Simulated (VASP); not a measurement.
Wanted: the native input for a VASP 6.6.1 run.

```yaml
Task: single point
Functional: r2SCAN
Potentials_or_basis: VASP PAW PBE potentials, release 64 (Na_pv, F)
Cutoff: 520 eV
k_mesh: 10 × 10 × 10
Occupations: gaussian, width 0.01 eV
Spin: no spin polarisation
Dipole_correction: no
Further_INCAR_settings: ALGO = Normal; EDIFF = 1e-06; NBANDS = 14
```

NaF:

```
Na F
1.0
     0.00000    2.29717    2.29717
     2.29717    0.00000    2.29717
     2.29717    2.29717    0.00000
Na F
1 1
Direct
  0.00000 0.00000 0.00000
  0.50000 0.50000 0.50000
```

The input as run:

POSCAR

```
NaF
1.0
    0.0000000000      2.2971680842      2.2971680842
    2.2971680842      0.0000000000      2.2971680842
    2.2971680842      2.2971680842      0.0000000000
Na F
1 1
Direct
    0.0000000000      0.0000000000      0.0000000000
    0.5000000000      0.5000000000      0.5000000000
```

INCAR.step1

```
SYSTEM = NaF
ALGO     = Normal         ! electronic algorithm
EDIFF    = 1E-4           ! SCF threshold, eV
ENCUT    = 520            ! plane-wave cutoff, eV
GGA      = PE             ! functional
ISMEAR   = 0              ! smearing method
LASPH    = .TRUE.         ! aspherical terms in the spheres
LCHARG   = .FALSE.        ! write CHGCAR
LREAL    = .FALSE.        ! projectors in reciprocal space
LWAVE    = .TRUE.         ! write WAVECAR
NBANDS   = 14             ! bands
NELM     = 60             ! most SCF steps
PREC     = Accurate       ! precision mode
SIGMA    = 0.01           ! smearing width, eV
```

INCAR.step2

```
SYSTEM = NaF
ALGO     = Normal         ! electronic algorithm
EDIFF    = 1E-6           ! SCF threshold, eV
ENCUT    = 520            ! plane-wave cutoff, eV
ISIF     = 2              ! what is computed and relaxed
ISMEAR   = 0              ! smearing method
ISTART   = 1            
LASPH    = .TRUE.         ! aspherical terms in the spheres
LCHARG   = .TRUE.         ! write CHGCAR
LELF     = .TRUE.         ! ELF
LMIXTAU  = .TRUE.       
LREAL    = .FALSE.        ! projectors in reciprocal space
LVHAR    = .TRUE.       
LWAVE    = .FALSE.        ! write WAVECAR
METAGGA  = R2SCAN         ! meta-GGA
NBANDS   = 14             ! bands
NELM     = 60             ! most SCF steps
PREC     = Accurate       ! precision mode
SIGMA    = 0.01           ! smearing width, eV
```

KPOINTS

```
k-points
0
G
  10 10 10
  0 0 0
```

Potentials or basis: VASP PAW PBE potentials, release 64 (Na_pv, F).

Command:

```console
$ cat potpaw_PBE.64/Na_pv/POTCAR potpaw_PBE.64/F/POTCAR > POTCAR
$ cp INCAR.step1 INCAR
$ mpirun -np 1 vasp_std > vasp.out
$ cp INCAR.step2 INCAR
$ mpirun -np 1 vasp_std > vasp.out
```

Results of the run:

```yaml
Pressure: -0.8 GPa
Band_gap_on_the_k_mesh: 7.32 eV, direct
```

Caveat: the PAW data sets were made with another functional, which shifts forces and pressure a little.

Wall time 93 s on 1 thread of Intel Xeon 6975P-C, with other jobs on the host, peak memory 0.14 GiB.
